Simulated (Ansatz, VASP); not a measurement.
# Mn2ZnAs2 in VASP and in Ansatz

```
Mn As Zn
1.0
     4.15525    0.00000    0.00000
    -2.07762    3.59855    0.00000
     0.00000    0.00000    6.66219
Mn As Zn
2 2 1
Direct
  0.33330 0.66670 0.36944
  0.66670 0.33330 0.63056
  0.33330 0.66670 0.76793
  0.66670 0.33330 0.23207
  0.00000 0.00000 0.00000
```

Alike in both runs: task single point; functional PBE; k mesh 5 × 5 × 3; occupations gaussian, width 0.059 eV; no spin polarisation.

|  | VASP | Ansatz |
| --- | --- | --- |
| version | VASP 6.6.1 | Ansatz 0.2.0 |
| potentials or method | VASP PAW PBE potentials, release 64 (Mn_pv, As, Zn), cutoff 520 eV | PAW plane waves |
| valence electrons in the cell | 48 | 72 |

```csv
,VASP,Ansatz,Ansatz less VASP
gap on the k mesh at the Fermi level (eV),none,none,-
pressure (GPa),-17.3,-17.4,-0.16
"traceless stress, the component that is largest in VASP (GPa)",-1.98,-1.99,-0.006
rms of the force components (eV/Å),0.817,0.823,+0.0053
```

Atom by atom the forces differ by 0.005 eV/Å (rms over components). A gap of «none» marks a metal or a gap that the smearing closes. With one functional, cell and mesh, what is left measures potentials, basis and numerics. VASP's potentials hold 48 valence electrons a cell and Ansatz's 72, so a difference there can come from the potentials and not from the codes. Ansatz's warnings: structure snapped to symmetry.
